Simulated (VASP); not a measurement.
**TiN (Osbornite): single point with PBEsol**

The system is TiN (Osbornite).

```
Ti N
1.0
     0.00000    2.10197    2.10197
     2.10197    0.00000    2.10197
     2.10197    2.10197    0.00000
Ti N
1 1
Direct
  0.00000 0.00000 0.00000
  0.50000 0.50000 0.50000
```

| Property | Result |
| --- | --- |
| Program | VASP 6.6.1 |
| Task | single point |
| Functional | PBEsol |
| Potentials or basis | VASP PAW PBE potentials, release 64 (Ti_sv, N) |
| Cutoff | 520 eV |
| k mesh | 18 × 18 × 18 |
| Occupations | gaussian, width 0.1 eV |
| Spin | no spin polarisation |

```
Pressure : 0.5 GPa
```

Levels at points of the mesh, in eV from the Fermi level:
| k point | band 6 | band 7 | band 8 | band 9 | band 10 | band 11 | band 12 | band 13 |
| --- | --- | --- | --- | --- | --- | --- | --- | --- |
| (0.00, 0.00, 0.00) | -2.05 | -2.05 | -2.05 | -0.65 | -0.65 | -0.65 | 0.60 | 0.60 |
| (0.50, 0.00, 0.00) | -8.28 | -5.63 | -5.63 | 1.78 | 1.78 | 2.49 | 6.00 | 6.00 |
| (0.50, 0.50, 0.00) | -5.90 | -3.25 | -3.25 | -3.23 | 1.72 | 2.52 | 2.52 | 3.86 |

Wall time 38 s on 1 thread of Intel(R) Xeon(R) Platinum 8259CL CPU @ 2.50GHz (Skylake/Cascade Lake) (shared host), peak memory 0.18 GiB.

Caveat: the PAW data sets were made with another functional, which shifts forces and pressure a little.
